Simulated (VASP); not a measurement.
Here is a VASP 6.6.1 calculation.

File INCAR:

```
ALGO = Normal
EDIFF = 1E-6
ENCUT = 520
GGA = PE
ISIF = 2
ISMEAR = 0
LASPH = True
LCHARG = True
LELF = True
LREAL = False
LVHAR = True
LWAVE = False
NBANDS = 16
NELM = 60
PREC = Accurate
SIGMA = 0.15
```

KPOINTS

```
k-points
0
Gamma
  14 14 14
```

Contents of POSCAR:

```
InAs
1.0
    0.0000000000      2.7820800000      3.0240000000
    2.7820800000      0.0000000000      3.0240000000
    2.7820800000      2.7820800000      0.0000000000
In As
1 1
Direct
    0.0000000000      0.0000000000      0.0000000000
    0.7500000000      0.7500000000      0.7500000000
```

Potentials or basis: VASP PAW PBE potentials, release 64 (In_d, As).

Run with:

```console
$ cat potpaw_PBE.64/In_d/POTCAR potpaw_PBE.64/As/POTCAR > POTCAR
$ mpirun -np 1 vasp_std > vasp.out
```

Q: What does it give for the pressure?

A: 19.6 GPa.

Q: Predict the band gap on the k mesh.

A: 0.45 eV.

Stress tensor (GPa, compression positive):
```
20.45  0.00  0.00
 0.00 20.45  0.00
 0.00  0.00 18.01
```

Caveat: the cell differs from its parent crystal (strain -0.080 along x and y, +0.000 along z); the cell stands under pressure; spin-orbit coupling is left out, which moves the levels of the heavy elements. A k mesh can miss the band edges.
